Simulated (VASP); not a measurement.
# PbS (CsCl type) (Pm-3m) in VASP: further runs

Runs on PbS (CsCl type). Level: PBE. Tasks: single point, relaxation of cell and atoms.

All numbers are computed with VASP 6.6.1; they aren't measurements. Logs are shortened: lines on timing, memory, paths and dates and some standing lists are left out, and cuts for length are marked.

## Step 1: The cell of the first run

The structure is cubic, space group Pm-3m (No. 221). Conventional cell: a = 3.131 Å, b = 3.131 Å, c = 3.131 Å, α = 90.00°, β = 90.00°, γ = 90.00°. Within 3.6 Å of Pb (site symmetry m-3m) lie 8 S at 2.71 Å and 6 Pb at 3.13 Å. Within 3.6 Å of S (site symmetry m-3m) lie 8 Pb at 2.71 Å and 6 S at 3.13 Å.

## Step 2: Single point, PBE

File INCAR:

```
  PREC = Accurate
  ENCUT = 520
  EDIFF = 1E-6
  ISMEAR = -1
  SIGMA = 0.05
  LREAL = False
  LASPH = True
  NELM = 80
  ALGO = Normal
  ISIF = 2
  LWAVE = False
  LCHARG = True
  GGA = PE
  LELF = True
  LVHAR = True
  NBANDS = 17
```

File KPOINTS:

```
regular mesh
0
Gamma
  14 14 14
```

File POSCAR:

```
PbS
1.0
    3.1309091169      0.0000000000      0.0000000000
    0.0000000000      3.1309091169      0.0000000000
    0.0000000000      0.0000000000      3.1309091169
Pb S
1 1
Direct
    0.0000000000      0.0000000000      0.0000000000
    0.5000000000      0.5000000000      0.5000000000
```

Potentials or basis: VASP PAW PBE potentials, release 64 (Pb_d, S).

Started as:

```console
cat potpaw_PBE.64/Pb_d/POTCAR potpaw_PBE.64/S/POTCAR > POTCAR
mpirun -np 1 vasp_std > vasp.out
```

OUTCAR:

```text
PREC = Accurate
   ENCUT = 520
   EDIFF = 1E-6
   ISMEAR = -1
   LREAL = False
   LASPH = True
   NELM = 80
   ISIF = 2
   GGA = PE

 ion  position               nearest neighbor table
   1  0.000  0.000  0.000-   2 2.71   2 2.71   2 2.71   2 2.71   2 2.71   2 2.71   2 2.71   2 2.71

   2  0.500  0.500  0.500-   1 2.71   1 2.71   1 2.71   1 2.71   1 2.71   1 2.71   1 2.71   1 2.71

  LATTYP: Found a simple cubic cell.
 ALAT       =     3.1309091169

  Lattice vectors:

 A1 = (   3.1309091169,   0.0000000000,   0.0000000000)
 A2 = (   0.0000000000,   3.1309091169,   0.0000000000)
 A3 = (   0.0000000000,   0.0000000000,   3.1309091169)

Analysis of symmetry for initial positions (statically):
=====================================================================
 Subroutine PRICEL returns:
 Original cell was already a primitive cell.

 Routine SETGRP: Setting up the symmetry group for a
 simple cubic supercell.

 Subroutine GETGRP returns: Found 48 space group operations
 (whereof 48 operations were pure point group operations)
 out of a pool of 48 trial point group operations.

The static configuration has the point symmetry O_h .

Analysis of symmetry for dynamics (positions and initial velocities):
=====================================================================
 Subroutine PRICEL returns:
 Original cell was already a primitive cell.

 Routine SETGRP: Setting up the symmetry group for a
 simple cubic supercell.

 Subroutine GETGRP returns: Found 48 space group operations
 (whereof 48 operations were pure point group operations)
 out of a pool of 48 trial point group operations.

The dynamic configuration has the point symmetry O_h .

 Subroutine INISYM returns: Found 48 space group operations
 (whereof 48 operations are pure point group operations),
 and found     1 'primitive' translations

----------------------------------------------------------------------------------------

                                     Primitive cell

  volume of cell :      30.6910

  direct lattice vectors                    reciprocal lattice vectors
     3.130909117  0.000000000  0.000000000     0.319396048  0.000000000  0.000000000
     0.000000000  3.130909117  0.000000000     0.000000000  0.319396048  0.000000000
     0.000000000  0.000000000  3.130909117     0.000000000  0.000000000  0.319396048

  length of vectors
     3.130909117  3.130909117  3.130909117     0.319396048  0.319396048  0.319396048

  position of ions in fractional coordinates (direct lattice)
     0.000000000  0.000000000  0.000000000
     0.500000000  0.500000000  0.500000000

  ion indices of the primitive-cell ions
   primitive index   ion index
                 1           1
                 2           2

----------------------------------------------------------------------------------------

 KPOINTS: regular mesh

Automatic generation of k-mesh.
 Grid dimensions read from file:
 generate k-points for:   14   14   14

 Generating k-lattice:

  Cartesian coordinates                     Fractional coordinates (reciprocal lattice)
     0.022814003  0.000000000  0.000000000     0.071428571  0.000000000  0.000000000
     0.000000000  0.022814003  0.000000000     0.000000000  0.071428571  0.000000000
     0.000000000  0.000000000  0.022814003     0.000000000  0.000000000  0.071428571

  Length of vectors
     0.022814003  0.022814003  0.022814003

  Shift w.r.t. Gamma in fractional coordinates (k-lattice)
     0.000000000  0.000000000  0.000000000

 Subroutine IBZKPT returns following result:
 ===========================================

 Found    120 irreducible k-points:

 Following reciprocal coordinates:
            Coordinates               Weight
  0.000000  0.000000  0.000000      1.000000
  0.071429  0.000000  0.000000      6.000000
  0.142857  0.000000  0.000000      6.000000
  0.214286  0.000000  0.000000      6.000000
  0.285714  0.000000  0.000000      6.000000
  0.357143  0.000000  0.000000      6.000000
[... 16 lines left out ...]
  0.285714  0.214286  0.000000     24.000000
  0.357143  0.214286  0.000000     24.000000
 [... further k-points ...]
   k-points           NKPTS =    120   k-points in BZ     NKDIM =    120   number of bands    NBANDS=     17
   number of dos      NEDOS =    301   number of ions     NIONS =      2
   total plane-waves  NPLWV =  13824
   dimension x,y,z NGX =    24 NGY =   24 NGZ =   24
   dimension x,y,z NGXF=    48 NGYF=   48 NGZF=   48
   ions per type =               1   1
   NGX,Y,Z   is equivalent  to a cutoff of  12.74, 12.74, 12.74 a.u.
   NGXF,Y,Z  is equivalent  to a cutoff of  25.49, 25.49, 25.49 a.u.
 SYSTEM =  unknown system
   PREC   = accura    normal or accurate (medium, high low for compatibility)
   ISTART =      0    job   : 0-new  1-cont  2-samecut
   ICHARG =      2    charge: 1-file 2-atom 10-const
   ISPIN  =      1    spin polarized calculation?
   LNONCOLLINEAR =      F non collinear calculations
   LSORBIT =      F    spin-orbit coupling
   LASPH  =      T    aspherical Exc in radial PAW
   ENCUT  =  520.0 eV  38.22 Ry    6.18 a.u.   5.82  5.82  5.82*2*pi/ulx,y,z
   NELM   =     80;   NELMIN=  2; NELMDL= -5     # of ELM steps
   EDIFF  = 0.1E-05   stopping-criterion for ELM
   LREAL  =      F    real-space projection
   EDIFFG = 0.1E-04   stopping-criterion for IOM
   NSW    =      0    number of steps for IOM
   IBRION =     -1    ionic relax: 0-MD 1-quasi-New 2-CG
   NFREE  =      0    steps in history (QN), initial steepest desc. (CG)
   ISIF   =      2    stress and relaxation
   ISYM   =      2    0-nonsym 1-usesym 2-fastsym
   POTIM  = 0.5000    time-step for ionic-motion
   TEBEG  =    0.0;   TEEND  =   0.0 temperature during run
   PSTRESS=    0.0 pullay stress
   NELECT =      20.0000    total number of electrons
   NUPDOWN=      -1.0000    fix difference up-down
   EMIN   =  10.00;   EMAX   =-10.00  energy-range for DOS
   EFERMI =   0.00;   METHOD = LEGACY
   ISMEAR =    -1;   SIGMA  =   0.05  broadening in eV -4-tet -1-fermi 0-gaus
   EFERMI_NEDOS =   21; number of points for ismear=-14 and -15
   IALGO  =     38    algorithm
   IMIX   =      4    mixing-type and parameters
     AMIX     =   0.40;   BMIX     =  1.00
     AMIX_MAG =   1.60;   BMIX_MAG =  1.00
  volume/ion in A,a.u.               =      15.35       103.56
  Fermi-wavevector in a.u.,A,eV,Ry     =   1.419322  2.682130 27.408608  2.014476
  Thomas-Fermi vector in A             =   2.540355
   LORBIT       =      0    0 simple, 1 ext, 2 COOP (PROOUT), +10 PAW based schemes
   GGA     = PE    functional components
   LHFCALC =     F    Hartree Fock is set to
   AEXX    =    0.0000 exact exchange contribution
   IVDW    =     0    specifies the selected vdW correction
   LEPSILON=     F    determine dielectric tensor
   LRPA    =     F    only Hartree local field effects (RPA)
 non-spin polarized calculation
  energy-cutoff  :      520.00
  volume of cell :       30.69
 maximum number of plane-waves:       846
 NGX is ok and might be reduce to    24
   NGX = 11   NGY = 11   NGZ = 11

 number of electron      19.9999995 magnetization

 Free energy of the ion-electron system (eV)
  ---------------------------------------------------
  ext. energy  EPLUGINS =         0.00000000
  ---------------------------------------------------
  free energy    TOTEN  =        -5.71377156 eV

  energy without entropy =       -5.70681217  energy(sigma->0) =       -5.71029186

 E-fermi :  13.2252     XC(G=0): -12.5923

 val. band max:       13.1791920703   @ k =   0.3571   0.0714   0.0000
 cond. band min:      13.2515560520   @ k =   0.3571   0.1429   0.0000
 fundamental gap:      0.0723639817
 Fermi energy:        13.2251878108

 k-point     1 :       0.0000    0.0000    0.0000
  band No.  band energies     occupation
      1      -4.7791      2.00000
      2      -4.7791      2.00000
      3      -4.7401      2.00000
      4      -3.9763      2.00000
      5      -3.9763      2.00000
      6      -3.9763      2.00000
[... 9 lines left out ...]
     16      26.9725      0.00000
     17      26.9725      0.00000

 k-point     2 :       0.0714    0.0000    0.0000
  band No.  band energies     occupation
      1      -4.7758      2.00000
      2      -4.7554      2.00000
      3      -4.6603      2.00000
      4      -3.9917      2.00000
      5      -3.9917      2.00000
      6      -3.9748      2.00000
[... 9 lines left out ...]
     16      26.9151      0.00000
     17      27.0364      0.00000

 k-point     3 :       0.1429    0.0000    0.0000
  band No.  band energies     occupation
      1      -4.7663      2.00000
      2      -4.6941      2.00000
      3      -4.4175      2.00000
      4      -4.0343      2.00000
      5      -4.0343      2.00000
      6      -3.9703      2.00000
[... 9 lines left out ...]
     16      26.7586      0.00000
     17      27.2031      0.00000

 k-point     4 :       0.2143    0.0000    0.0000
  band No.  band energies     occupation
      1      -4.7526      2.00000
      2      -4.6050      2.00000
      3      -4.0949      2.00000
      4      -4.0949      2.00000
      5      -4.0226      2.00000
      6      -3.9639      2.00000
[... 9 lines left out ...]
     16      26.0893      0.00000
     17      26.5432      0.00000

 k-point     5 :       0.2857    0.0000    0.0000
  band No.  band energies     occupation
      1      -4.7374      2.00000
      2      -4.5039      2.00000
      3      -4.1609      2.00000
      4      -4.1609      2.00000
      5      -3.9567      2.00000
      6      -3.4965      2.00000
[... 9 lines left out ...]
     16      25.2627      0.00000
     17      26.3171      0.00000

 k-point     6 :       0.3571    0.0000    0.0000
  band No.  band energies     occupation
      1      -4.7236      2.00000
      2      -4.4106      2.00000
      3      -4.2193      2.00000
      4      -4.2193      2.00000
      5      -3.9503      2.00000
      6      -2.8824      2.00000
[... 9 lines left out ...]
     16      25.6314      0.00000
     17      26.1237      0.00000

 k-point     7 :       0.4286    0.0000    0.0000
  band No.  band energies     occupation
      1      -4.7140      2.00000
      2      -4.3446      2.00000
      3      -4.2591      2.00000
      4      -4.2591      2.00000
      5      -3.9458      2.00000
      6      -2.2896      2.00000
[... 9 lines left out ...]
     16      25.9948      0.00000
     17      27.7886      0.00000

 k-point     8 :       0.5000    0.0000    0.0000
  band No.  band energies     occupation
      1      -4.7105      2.00000
      2      -4.3208      2.00000
      3      -4.2732      2.00000
      4      -4.2732      2.00000
      5      -3.9442      2.00000
      6      -2.0030      2.00000
[... 9 lines left out ...]
     16      25.9498      0.00000
     17      29.2674      0.00000
[... 203 lines left out ...]
      1      -4.6546      2.00000
      2      -4.4644      2.00000
      3      -4.3113      2.00000
      4      -4.2070      2.00000
      5      -4.0008      2.00000
      6      -2.4324      2.00000
[... 9 lines left out ...]
     16      25.3693      0.00000
     17      26.1424      0.00000

 k-point    20 :       0.4286    0.1429    0.0000
  band No.  band energies     occupation
      1      -4.6435      2.00000
      2      -4.4976      2.00000
      3      -4.2514      2.00000
      4      -4.2456      2.00000
      5      -3.9953      2.00000
      6      -1.8247      2.00000
[... 9 lines left out ...]
     16      25.3605      0.00000
     17      27.5818      0.00000

 k-point    21 :       0.5000    0.1429    0.0000
  band No.  band energies     occupation
      1      -4.6396      2.00000
      2      -4.5104      2.00000
      3      -4.2593      2.00000
      4      -4.2292      2.00000
      5      -3.9934      2.00000
      6      -1.5235      2.00000
[... 9 lines left out ...]
     16      25.2287      0.00000
     17      28.4215      0.00000

 k-point    22 :       0.2143    0.2143    0.0000
  band No.  band energies     occupation
      1      -4.6548      2.00000
      2      -4.4644      2.00000
      3      -4.4182      2.00000
      4      -4.0881      2.00000
      5      -4.0630      2.00000
      6      -3.1370      2.00000
[... 9 lines left out ...]
     16      24.3194      0.00000
     17      26.5226      0.00000

 k-point    23 :       0.2857    0.2143    0.0000
  band No.  band energies     occupation
      1      -4.6252      2.00000
      2      -4.5627      2.00000
      3      -4.3049      2.00000
      4      -4.1399      2.00000
      5      -4.0624      2.00000
      6      -2.5995      2.00000
[... 9 lines left out ...]
     16      24.1468      0.00000
     17      26.6904      0.00000

 k-point    24 :       0.3571    0.2143    0.0000
  band No.  band energies     occupation
      1      -4.6411      2.00000
      2      -4.6024      2.00000
      3      -4.2049      2.00000
      4      -4.1939      2.00000
      5      -4.0538      2.00000
      6      -1.9665      2.00000
[... 9 lines left out ...]
     16      25.3324      0.00000
     17      26.9306      0.00000

 [... further k-points ...]

------------------------ aborting loop because EDIFF is reached ----------------------------------------

  FORCE on cell =-STRESS in cart. coord.  units (eV):
  Direction    XX          YY          ZZ          XY          YZ          ZX
  --------------------------------------------------------------------------------------
  -------------------------------------------------------------------------------------
  Total       12.9936049     12.9936049     12.9936049     -0.0000000      0.0000000     -0.0000000
  in kB      678.3109937    678.3109937    678.3109937     -0.0000000      0.0000000     -0.0000000
  external PRESSURE =     678.3109937 kB  Pullay stress =       0.0000000 kB

 VOLUME and BASIS-vectors are now :
 -----------------------------------------------------------------------------
  energy-cutoff  :      520.00
  volume of cell :       30.69
      direct lattice vectors                 reciprocal lattice vectors
     3.130909117  0.000000000  0.000000000     0.319396048  0.000000000  0.000000000
     0.000000000  3.130909117  0.000000000     0.000000000  0.319396048  0.000000000
     0.000000000  0.000000000  3.130909117     0.000000000  0.000000000  0.319396048

 POSITION                                       TOTAL-FORCE (eV/Angst)
 -----------------------------------------------------------------------------------
      0.00000      0.00000      0.00000         0.000000      0.000000      0.000000
      1.56545      1.56545      1.56545         0.000000      0.000000      0.000000
 -----------------------------------------------------------------------------------
    total drift:                                0.000000      0.000000     -0.000000

  FREE ENERGIE OF THE ION-ELECTRON SYSTEM (eV)
  ---------------------------------------------------
  free  energy   TOTEN  =        -5.7137715556 eV

  energy  without entropy=       -5.7068121693  energy(sigma->0) =       -5.71029186
```

Wall time 17 s (1 thread of Intel Xeon Platinum 8559C (Emerald Rapids), shared host); peak memory 0.18 GiB.

What came out:

```yaml
Free_energy: -5.7138 eV
Pressure: 67.8 GPa
Band_gap_on_the_k_mesh: zero (band 10 reaches 14.06 eV, above the bottom of band 11 at 10.58 eV)
```

Caveat: spin-orbit coupling is left out, which moves the levels of the heavy elements.

(Continued in part 2 of 2.)
